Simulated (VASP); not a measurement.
## ScPd3: electric field gradients with LDA

The system is ScPd3.

```xyz
4
Lattice="3.9027 0.0000 0.0000 0.0000 3.9027 0.0000 0.0000 0.0000 3.9027" Properties=species:S:1:pos:R:3 pbc="T T T"
Sc    0.0000    0.0000    0.0000
Pd    0.0000    1.9514    1.9514
Pd    1.9514    0.0000    1.9514
Pd    1.9514    1.9514    0.0000
```

| Item | Value |
| --- | --- |
| Program | VASP 6.6.1 |
| Task | electric field gradients |
| Functional | LDA |
| Potentials or basis | VASP PAW LDA potentials, release 64 (Sc_sv, Pd) |
| Cutoff | 520 eV |
| k mesh | 12 × 12 × 12 |
| Occupations | fermi-dirac, width 0.15 eV |
| Spin | no spin polarisation |
| Dipole correction | no |
| Further INCAR settings | ALGO = Fast; EDIFF = 1e-08; NBANDS = 28 |

```yaml
Pressure: 0.6 GPa
```

Levels at points of the mesh, in eV from the Fermi level:
```csv
k point,band 17,band 18,band 19,band 20,band 21,band 22,band 23,band 24,band 25,band 26
"(0.00, 0.00, 0.00)",-0.39,0.07,0.07,0.07,3.11,3.11,3.35,3.35,3.35,4.16
"(0.50, 0.00, 0.00)",-1.85,-1.75,-1.71,-0.90,0.08,1.76,1.76,2.42,2.92,4.05
"(0.50, 0.50, 0.00)",-2.12,-2.12,-1.66,-1.52,-0.87,2.19,2.19,2.26,2.26,2.88
"(0.50, 0.50, 0.50)",-0.29,-0.29,-0.29,0.72,1.10,1.10,1.10,2.60,2.60,2.60
```

Electric field gradients, principal values (V/Å²):
```tsv
atom	least	middle	greatest (by size)
1 Sc	0.000	0.000	0.000
2 Pd	28.135	28.135	-56.270
3 Pd	28.135	28.135	-56.270
4 Pd	28.135	28.135	-56.270
```

It took 2.8 min on 1 thread of Oxide Virtual Turin-like Processor, on a shared host, peak memory 0.2 GiB.

Caveat: without QUAD_EFG the Cq values of the log hold for a quadrupole moment of 1 mb, not for the nuclei.
